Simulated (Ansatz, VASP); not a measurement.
## P: VASP beside Ansatz

```xyz
4
Lattice="1.6547 -5.6432 0.0000 1.6547 5.6432 0.0000 0.0000 0.0000 4.5644" Properties=species:S:1:pos:R:3 pbc="T T T"
P     1.6547   -4.5821    0.3950
P     1.6547   -1.0611    2.6772
P     1.6547    4.5821    4.1694
P     1.6547    1.0611    1.8872
```

Alike in both runs: functional PBE; k mesh 12 × 12 × 8; occupations gaussian, width 0.01 eV; no spin polarisation.

Ansatz relaxed the structure, and its values are those at the end. VASP's run is a single point on that final structure, the one shown.

|  | VASP | Ansatz |
| --- | --- | --- |
| version | VASP 6.6.1 | Ansatz 0.2.0 |
| potentials or method | VASP PAW PBE potentials, release 64 (P), cutoff 520 eV | scalar-relativistic, plane waves, PAW |
| valence electrons in the cell | 20 | 20 |

Ansatz gave:

- gap on the k mesh at the Fermi level (eV): 0.13
- least direct gap on the mesh (eV): 0.13
- pressure (GPa): 0.0
- rms of the force components (eV/Å): 0.001

Estimate VASP's values.

gap on the k mesh at the Fermi level (eV): 0.15; least direct gap on the mesh (eV): 0.15; pressure (GPa): -0.3; rms of the force components (eV/Å): 0.029.

The functional is the same, so the differences come from potentials, cutoffs and numerics.
